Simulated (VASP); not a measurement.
Mg8HO8 (a cell with a defect): single point with PBE

Mg8HO8 (a cell with a defect):

```xyz
17
Lattice="0.0000 4.2370 4.2370 4.2370 0.0000 4.2370 4.2370 4.2370 0.0000" Properties=species:S:1:pos:R:3 pbc="T T T"
Mg   -0.0468    0.1995    0.2251
Mg    2.0380    2.2696   -0.0500
Mg    2.1630   -0.0376    2.1682
Mg    4.1794    2.3331    2.3604
Mg   -0.1342    2.1262    2.1541
Mg    1.9923    4.1922    2.1630
Mg    2.1191    2.1558    4.1721
Mg    4.1067    4.1480    4.3518
O     2.1658    2.2267    2.0729
O     4.1775    4.2945    2.1134
O     4.3747    2.1918    4.2906
O     6.1669    4.3429    4.2061
O     2.1091    4.1389    4.2645
O     4.3277    6.6191    4.3588
O     4.1238    4.3216    6.5101
O     6.3048    6.5730    6.5057
H     3.9675    5.8951    4.9020
```

```json
{
 "Program": "VASP 6.6.1",
 "Task": "single point",
 "Functional": "PBE",
 "Potentials or basis": "VASP PAW PBE potentials, release 64 (Mg, O, H)",
 "Cutoff": "520 eV",
 "k mesh": "2 × 2 × 2",
 "Occupations": "fermi-dirac, width 0.02 eV",
 "Spin": "no spin polarisation",
 "Dipole correction": "no",
 "Charge": "1",
 "Further INCAR settings": "ALGO = Normal; EDIFF = 1e-06; NBANDS = 46; NELECT = 64.0"
}
```

```yaml
Largest_force: 2.979 eV/Å
```

Forces in eV/Å, atoms in the order of the input:
```
Mg   0.316 -0.577 -1.969
Mg   0.378 -0.154  1.336
Mg  -0.989  2.179 -0.197
Mg   0.759 -0.665 -0.284
Mg   0.847  0.334  0.106
Mg  -0.130  1.135 -0.023
Mg  -0.271 -0.436  0.572
Mg   0.964 -0.411 -0.582
O   -0.363 -0.782  0.213
O   -0.444  1.043  1.579
O   -2.439 -0.384  0.973
O    0.745  0.593  1.189
O    0.301  1.500  0.008
O   -0.901 -1.027 -0.859
O    1.089  0.206 -0.943
O    0.365 -2.696 -1.213
H   -0.228  0.143  0.093
```

Levels at points of the mesh, in eV from the Fermi level:
```tsv
k point	band 28	band 29	band 30	band 31	band 32	band 33	band 34	band 35	band 36	band 37
(0.00, 0.00, 0.00)	-0.96	-0.92	-0.62	-0.58	-0.53	3.32	5.63	6.96	7.12	7.34
(0.50, 0.00, 0.00)	-1.27	-0.91	-0.88	-0.80	-0.71	4.72	6.21	7.56	8.01	8.39
(0.00, 0.50, 0.00)	-1.30	-0.92	-0.85	-0.80	-0.73	4.95	6.11	7.46	8.26	8.33
(0.00, 0.00, 0.50)	-1.32	-0.93	-0.82	-0.80	-0.74	5.31	6.16	7.29	7.93	8.54
(0.50, 0.50, 0.50)	-1.24	-0.93	-0.84	-0.82	-0.79	4.86	6.16	7.61	8.04	8.47
(0.50, 0.50, 0.00)	-1.35	-1.20	-1.07	-0.93	-0.92	5.44	6.92	7.36	8.25	8.69
(0.00, 0.50, 0.50)	-1.28	-1.02	-1.00	-0.96	-0.88	5.35	6.95	7.54	7.85	8.81
(0.50, 0.00, 0.50)	-1.37	-1.10	-1.04	-0.91	-0.90	5.64	7.20	7.27	8.07	8.66
```

It took 2.5 min on 1 thread of Intel(R) Xeon(R) Platinum 8375C CPU @ 2.90GHz (Ice Lake), on a shared host, peak memory 0.32 GiB.

Caveat: the k points lie up to 0.64 Å⁻¹ apart; the cell carries a net charge on a neutralising background, which shifts energy and pressure; the cell is charged against a uniform background, so pressure and absolute levels hang on convention; the atoms stand as in a frame of molecular dynamics.
